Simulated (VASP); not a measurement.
A run of VASP 6.6.1 is set up as follows.

INCAR

```
PREC = Accurate
ENCUT = 520
EDIFF = 1E-6
ISMEAR = 0
SIGMA = 0.01
LREAL = False
LASPH = True
NELM = 80
ALGO = Normal
ISIF = 2
LWAVE = False
LCHARG = True
GGA = PS
LELF = True
LVHAR = True
NBANDS = 15
```

File KPOINTS:

```
Automatic mesh
0
Gamma
  4 4 4
```

POSCAR

```
BaTe
1.0
    4.2624660000      0.0000000000      0.0000000000
    0.0000000000      4.2624660000      0.0000000000
    0.0000000000      0.0000000000      4.2624660000
Ba Te
1 1
Direct
    0.0000000000      0.0000000000      0.0000000000
    0.5000000000      0.5000000000      0.5000000000
```

Potentials or basis: VASP PAW PBE potentials, release 64 (Ba_sv, Te).

Command:

```console
$ cat potpaw_PBE.64/Ba_sv/POTCAR potpaw_PBE.64/Te/POTCAR > POTCAR
$ mpirun -np 1 vasp_std > vasp.out
```

Estimate the band gap on the k mesh.

0.68 eV, indirect (least direct gap 0.87 eV).

Predict the pressure.

-1.6 GPa.

Caveat: the PAW data sets were made with another functional, which shifts forces and pressure a little; spin-orbit coupling is left out, which moves the levels of the heavy elements. A k mesh can miss the band edges.
